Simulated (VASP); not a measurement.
# TiN (Fm-3m) in VASP: further runs, part 3 of 4

VASP 6.6.1. The steps go on from the part before.

## Step 5: Electric field gradients, PBE

This run uses another cell than the first one, of 9.56 Å³/atom, 1.010 times its volume.

INCAR

```
PREC = Accurate
ENCUT = 520
EDIFF = 1E-8
ISMEAR = -1
SIGMA = 0.05
LREAL = F
LASPH = T
NELM = 60
ALGO = Normal
ISIF = 2
LWAVE = F
LCHARG = F
GGA = PE
LEFG = T
NBANDS = 16
```

KPOINTS

```
Automatic mesh
0
Gamma
  13 13 13
```

POSCAR

```
TiN
1.0
    0.0000000000      2.1220000000      2.1220000000
    2.1220000000      0.0000000000      2.1220000000
    2.1220000000      2.1220000000      0.0000000000
Ti N
1 1
Direct
    0.0000000000      0.0000000000      0.0000000000
    0.5000000000      0.5000000000      0.5000000000
```

Potentials or basis: VASP PAW PBE potentials, release 64 (Ti_sv, N).

Run with:

```bash
$ cat potpaw_PBE.64/Ti_sv/POTCAR potpaw_PBE.64/N/POTCAR > POTCAR
$ mpirun -np 1 vasp_std > vasp.out
```

OUTCAR:

```text
PREC = Accurate
   ENCUT = 520
   EDIFF = 1E-8
   ISMEAR = -1
   LREAL = F
   LASPH = T
   NELM = 60
   ISIF = 2
   GGA = PE

 ion  position               nearest neighbor table
   1  0.000  0.000  0.000-   2 2.12   2 2.12   2 2.12   2 2.12   2 2.12   2 2.12
   2  0.500  0.500  0.500-   1 2.12   1 2.12   1 2.12   1 2.12   1 2.12   1 2.12

  LATTYP: Found a face centered cubic cell.
 ALAT       =     4.2440000000

  Lattice vectors:

 A1 = (   0.0000000000,   2.1220000000,   2.1220000000)
 A2 = (   2.1220000000,   0.0000000000,   2.1220000000)
[... 667 lines left out ...]
  ---------------------------------------------------
  free  energy   TOTEN  =       -19.6416136026 eV

  energy  without entropy=      -19.6346994857  energy(sigma->0) =      -19.63815654

 Electric field gradients (V/A^2)
---------------------------------------------------------------------
 ion       V_xx      V_yy      V_zz      V_xy      V_xz      V_yz
---------------------------------------------------------------------
   1       0.000     0.000    -0.000     0.001     0.001     0.001
   2       0.000     0.000    -0.000    -0.001    -0.001    -0.001
---------------------------------------------------------------------

 Electric field gradients after diagonalization (V/A^2)
 (convention: |V_zz| > |V_xx| > |V_yy|)
----------------------------------------------------------------------
 ion       V_xx      V_yy      V_zz     asymmetry (V_yy - V_xx)/ V_zz
----------------------------------------------------------------------
   1      -0.001    -0.001     0.002       0.000
   2       0.001     0.001    -0.001       0.000
----------------------------------------------------------------------

           NMR quadrupolar parameters

 Cq : quadrupolar parameter    Cq=e*Q*V_zz/h
 eta: asymmetry parameters     (V_yy - V_xx)/ V_zz
 Q  : nuclear electric quadrupole moment in mb (millibarn)
----------------------------------------------------------------------
 ion       Cq(MHz)       eta       Q (mb)
----------------------------------------------------------------------
   1       0.000       0.000       1.000
   2      -0.000       0.000       1.000
----------------------------------------------------------------------
```

OSZICAR:

```text
N       E                     dE             d eps       ncg     rms          rms(c)
DAV:   1     0.134150479772E+03    0.13415E+03   -0.82732E+03  2688   0.126E+03
DAV:   2    -0.167425959587E+02   -0.15089E+03   -0.14113E+03  2960   0.350E+02
DAV:   3    -0.246343882498E+02   -0.78918E+01   -0.78235E+01  3408   0.825E+01
DAV:   4    -0.248104019115E+02   -0.17601E+00   -0.17565E+00  3304   0.117E+01
DAV:   5    -0.248142430093E+02   -0.38411E-02   -0.38411E-02  3168   0.158E+00    0.181E+01
DAV:   6    -0.200327765404E+02    0.47815E+01   -0.13012E+01  3520   0.534E+01    0.687E+00
DAV:   7    -0.196826852937E+02    0.35009E+00   -0.16753E+00  3216   0.161E+01    0.489E+00
DAV:   8    -0.199165725345E+02   -0.23389E+00   -0.10915E+00  3560   0.155E+01    0.610E+00
DAV:   9    -0.196523671441E+02    0.26421E+00   -0.36546E-01  3016   0.926E+00    0.158E+00
DAV:  10    -0.196447809391E+02    0.75862E-02   -0.32532E-02  3288   0.204E+00    0.433E-01
DAV:  11    -0.196416684189E+02    0.31125E-02   -0.47024E-03  3928   0.843E-01    0.169E-01
DAV:  12    -0.196416215824E+02    0.46836E-04   -0.39556E-04  3112   0.188E-01    0.448E-02
DAV:  13    -0.196416160266E+02    0.55558E-05   -0.56645E-05  3328   0.107E-01    0.174E-02
DAV:  14    -0.196416138351E+02    0.21916E-05   -0.60874E-06  2976   0.291E-02    0.910E-03
DAV:  15    -0.196416136539E+02    0.18118E-06   -0.11211E-06  3576   0.114E-02    0.484E-03
DAV:  16    -0.196416136150E+02    0.38847E-07   -0.20104E-07  3400   0.615E-03    0.340E-04
DAV:  17    -0.196416135985E+02    0.16558E-07   -0.64716E-09  2440   0.655E-04    0.111E-04
DAV:  18    -0.196416136026E+02   -0.41452E-08   -0.73596E-10  1600   0.277E-04
   1 F= -.19641614E+02 E0= -.19638157E+02  d E =-.691412E-02
```

Wall time 50 s (1 thread of Intel Xeon 8259CL, shared host); peak memory 0.15 GiB.

Results:

```yaml
Free_energy: -19.6416 eV
Pressure: 1.0 GPa
```

Levels at points of the mesh, in eV from the Fermi level:
| k point | band 5 | band 6 | band 7 | band 8 | band 9 | band 10 | band 11 | band 12 | band 13 | band 14 |
| --- | --- | --- | --- | --- | --- | --- | --- | --- | --- | --- |
| (0.00, 0.00, 0.00) | -17.13 | -2.08 | -2.08 | -2.08 | -0.64 | -0.64 | -0.64 | 0.54 | 0.54 | 5.36 |

Caveat: without QUAD_EFG the Cq values of the log hold for a quadrupole moment of 1 mb, not for the nuclei.

## Step 6: Electric field gradients, PBE (volume scaled by 1.02)

INCAR

```
PREC = Accurate
ENCUT = 520
EDIFF = 1E-8
ISMEAR = -1
SIGMA = 0.05
LREAL = False
LASPH = True
NELM = 80
ALGO = Normal
ISIF = 2
LWAVE = False
LCHARG = False
GGA = PE
LEFG = True
NBANDS = 16
```

KPOINTS is that of step 5.

POSCAR

```
TiN
1.0
    0.0000000000      2.1360533897      2.1360533897
    2.1360533897      0.0000000000      2.1360533897
    2.1360533897      2.1360533897      0.0000000000
Ti N
1 1
Direct
    0.0000000000      0.0000000000      0.0000000000
    0.5000000000      0.5000000000      0.5000000000
```

Potentials or basis: VASP PAW PBE potentials, release 64 (Ti_sv, N).

Run with:

```bash
$ cat potpaw_PBE.64/Ti_sv/POTCAR potpaw_PBE.64/N/POTCAR > POTCAR
$ mpirun -np 1 vasp_std > vasp.out
```

OUTCAR:

```text
PREC = Accurate
   ENCUT = 520
   EDIFF = 1E-8
   ISMEAR = -1
   LREAL = False
   LASPH = True
   NELM = 80
   ISIF = 2
   GGA = PE

 ion  position               nearest neighbor table
   1  0.000  0.000  0.000-   2 2.14   2 2.14   2 2.14   2 2.14   2 2.14   2 2.14
   2  0.500  0.500  0.500-   1 2.14   1 2.14   1 2.14   1 2.14   1 2.14   1 2.14

  LATTYP: Found a face centered cubic cell.
 ALAT       =     4.2721067794

  Lattice vectors:

 A1 = (   0.0000000000,   2.1360533897,   2.1360533897)
 A2 = (   2.1360533897,   0.0000000000,   2.1360533897)
 A3 = (   2.1360533897,   2.1360533897,   0.0000000000)

Analysis of symmetry for initial positions (statically):
=====================================================================
 Subroutine PRICEL returns:
 Original cell was already a primitive cell.

 Routine SETGRP: Setting up the symmetry group for a
 face centered cubic supercell.

 Subroutine GETGRP returns: Found 48 space group operations
 (whereof 48 operations were pure point group operations)
 out of a pool of 48 trial point group operations.

The static configuration has the point symmetry O_h .

Analysis of symmetry for dynamics (positions and initial velocities):
=====================================================================
 Subroutine PRICEL returns:
 Original cell was already a primitive cell.

 Routine SETGRP: Setting up the symmetry group for a
 face centered cubic supercell.

 Subroutine GETGRP returns: Found 48 space group operations
 (whereof 48 operations were pure point group operations)
 out of a pool of 48 trial point group operations.

The dynamic configuration has the point symmetry O_h .

 Subroutine INISYM returns: Found 48 space group operations
 (whereof 48 operations are pure point group operations),
 and found     1 'primitive' translations

----------------------------------------------------------------------------------------

                                     Primitive cell

  volume of cell :      19.4924

  direct lattice vectors                    reciprocal lattice vectors
     0.000000000  2.136053390  2.136053390    -0.234076546  0.234076546  0.234076546
     2.136053390  0.000000000  2.136053390     0.234076546 -0.234076546  0.234076546
     2.136053390  2.136053390  0.000000000     0.234076546  0.234076546 -0.234076546

  length of vectors
     3.020835674  3.020835674  3.020835674     0.405432471  0.405432471  0.405432471

  position of ions in fractional coordinates (direct lattice)
     0.000000000  0.000000000  0.000000000
     0.500000000  0.500000000  0.500000000

  ion indices of the primitive-cell ions
   primitive index   ion index
                 1           1
                 2           2

----------------------------------------------------------------------------------------

 KPOINTS: Automatic mesh

Automatic generation of k-mesh.
 Grid dimensions read from file:
 generate k-points for:   13   13   13

 Generating k-lattice:

[... 62 lines left out ...]
   LREAL  =      F    real-space projection
   EDIFFG = 0.1E-06   stopping-criterion for IOM
   NSW    =      0    number of steps for IOM
   IBRION =     -1    ionic relax: 0-MD 1-quasi-New 2-CG
   NFREE  =      0    steps in history (QN), initial steepest desc. (CG)
   ISIF   =      2    stress and relaxation
   ISYM   =      2    0-nonsym 1-usesym 2-fastsym
   POTIM  = 0.5000    time-step for ionic-motion
   TEBEG  =    0.0;   TEEND  =   0.0 temperature during run
   PSTRESS=    0.0 pullay stress
   NELECT =      17.0000    total number of electrons
   NUPDOWN=      -1.0000    fix difference up-down
   EMIN   =  10.00;   EMAX   =-10.00  energy-range for DOS
   EFERMI =   0.00;   METHOD = LEGACY
   ISMEAR =    -1;   SIGMA  =   0.05  broadening in eV -4-tet -1-fermi 0-gaus
   EFERMI_NEDOS =   21; number of points for ismear=-14 and -15
   IALGO  =     38    algorithm
   IMIX   =      4    mixing-type and parameters
     AMIX     =   0.40;   BMIX     =  1.00
     AMIX_MAG =   1.60;   BMIX_MAG =  1.00
  volume/ion in A,a.u.               =       9.75        65.77
  Fermi-wavevector in a.u.,A,eV,Ry     =   1.564116  2.955751 33.286105  2.446460
  Thomas-Fermi vector in A             =   2.666788
   LORBIT       =      0    0 simple, 1 ext, 2 COOP (PROOUT), +10 PAW based schemes
   GGA     = PE    functional components
   LHFCALC =     F    Hartree Fock is set to
   AEXX    =    0.0000 exact exchange contribution
   IVDW    =     0    specifies the selected vdW correction
   LEPSILON=     F    determine dielectric tensor
   LRPA    =     F    only Hartree local field effects (RPA)
 non-spin polarized calculation
  energy-cutoff  :      520.00
  volume of cell :       19.49
 maximum number of plane-waves:       537
   NGX = 11   NGY = 11   NGZ = 11

 number of electron      17.0000003 magnetization

 Free energy of the ion-electron system (eV)
  ---------------------------------------------------
  ext. energy  EPLUGINS =         0.00000000
  ---------------------------------------------------
  free energy    TOTEN  =       -19.63791630 eV

  energy without entropy =      -19.63082099  energy(sigma->0) =      -19.63436865

 E-fermi :  11.1894     XC(G=0): -12.9019

 val. band max:       11.0993847968   @ k =  -0.1538   0.2308   0.0769
 cond. band min:      11.2087105322   @ k =  -0.1538   0.1538   0.0000
 fundamental gap:      0.1093257354
 Fermi energy:        11.1893828102

 k-point     1 :       0.0000    0.0000    0.0000
  band No.  band energies     occupation
      1     -46.7413      2.00000
      2     -22.7356      2.00000
      3     -22.7356      2.00000
      4     -22.7356      2.00000
      5      -5.8099      2.00000
      6       9.1441      2.00000
[... 433 lines left out ...]
      3     -22.8496      2.00000
      4     -22.8211      2.00000
      5      -3.7961      2.00000
      6       4.0014      2.00000
[... 8 lines left out ...]
     15      24.0202      0.00000
     16      25.2485      0.00000

 [... further k-points ...]
[... 5 lines left out ...]
  --------------------------------------------------------------------------------------
  -------------------------------------------------------------------------------------
  Total       -0.5236654     -0.5236654     -0.5236654     -0.0000000     -0.0000000      0.0000000
  in kB      -43.0425647    -43.0425647    -43.0425647     -0.0000000     -0.0000000      0.0000000
  external PRESSURE =     -43.0425647 kB  Pullay stress =       0.0000000 kB

 VOLUME and BASIS-vectors are now :
 -----------------------------------------------------------------------------
  energy-cutoff  :      520.00
  volume of cell :       19.49
      direct lattice vectors                 reciprocal lattice vectors
     0.000000000  2.136053390  2.136053390    -0.234076546  0.234076546  0.234076546
     2.136053390  0.000000000  2.136053390     0.234076546 -0.234076546  0.234076546
     2.136053390  2.136053390  0.000000000     0.234076546  0.234076546 -0.234076546

 POSITION                                       TOTAL-FORCE (eV/Angst)
 -----------------------------------------------------------------------------------
      0.00000      0.00000      0.00000        -0.000000      0.000000      0.000000
      2.13605      2.13605      2.13605         0.000000      0.000000      0.000000
 -----------------------------------------------------------------------------------
    total drift:                                0.000000     -0.000000     -0.000000

  FREE ENERGIE OF THE ION-ELECTRON SYSTEM (eV)
  ---------------------------------------------------
  free  energy   TOTEN  =       -19.6379163028 eV

  energy  without entropy=      -19.6308209877  energy(sigma->0) =      -19.63436865

 Electric field gradients (V/A^2)
---------------------------------------------------------------------
 ion       V_xx      V_yy      V_zz      V_xy      V_xz      V_yz
---------------------------------------------------------------------
   1      -0.000    -0.000     0.000     0.001     0.001     0.001
   2      -0.000     0.000     0.000    -0.001    -0.001    -0.001
---------------------------------------------------------------------

 Electric field gradients after diagonalization (V/A^2)
 (convention: |V_zz| > |V_xx| > |V_yy|)
----------------------------------------------------------------------
 ion       V_xx      V_yy      V_zz     asymmetry (V_yy - V_xx)/ V_zz
----------------------------------------------------------------------
   1      -0.001    -0.001     0.002       0.000
   2       0.001     0.001    -0.001       0.000
----------------------------------------------------------------------

           NMR quadrupolar parameters

 Cq : quadrupolar parameter    Cq=e*Q*V_zz/h
 eta: asymmetry parameters     (V_yy - V_xx)/ V_zz
 Q  : nuclear electric quadrupole moment in mb (millibarn)
----------------------------------------------------------------------
 ion       Cq(MHz)       eta       Q (mb)
----------------------------------------------------------------------
   1       0.000       0.000       1.000
   2      -0.000       0.000       1.000
----------------------------------------------------------------------
```

OSZICAR:

```text
N       E                     dE             d eps       ncg     rms          rms(c)
[... 11 lines left out ...]
DAV:  12    -0.196379213372E+02    0.91786E-04   -0.44979E-04  3112   0.212E-01    0.396E-02
DAV:  13    -0.196379182798E+02    0.30573E-05   -0.46631E-05  3416   0.859E-02    0.181E-02
DAV:  14    -0.196379165915E+02    0.16883E-05   -0.55481E-06  2920   0.262E-02    0.915E-03
DAV:  15    -0.196379164097E+02    0.18187E-06   -0.12425E-06  3680   0.150E-02    0.331E-03
DAV:  16    -0.196379163151E+02    0.94511E-07   -0.25317E-07  3440   0.787E-03    0.114E-03
DAV:  17    -0.196379162907E+02    0.24418E-07   -0.19401E-08  2728   0.965E-04    0.555E-04
DAV:  18    -0.196379163039E+02   -0.13192E-07   -0.33547E-09  1784   0.607E-04    0.405E-05
DAV:  19    -0.196379163028E+02    0.11360E-08   -0.27133E-10  1472   0.189E-04
   1 F= -.19637916E+02 E0= -.19634369E+02  d E =-.709532E-02
```

Run time: 50 s. Hardware: 1 thread of Intel Xeon 8259CL, shared host; peak memory 0.15 GiB.

Results:

```
Free energy : -19.6379 eV
Pressure    : -4.3 GPa
```

Caveat: the cell differs from its parent crystal (volume scaled by 1.02); without QUAD_EFG the Cq values of the log hold for a quadrupole moment of 1 mb, not for the nuclei.

(Continued in part 4 of 4.)
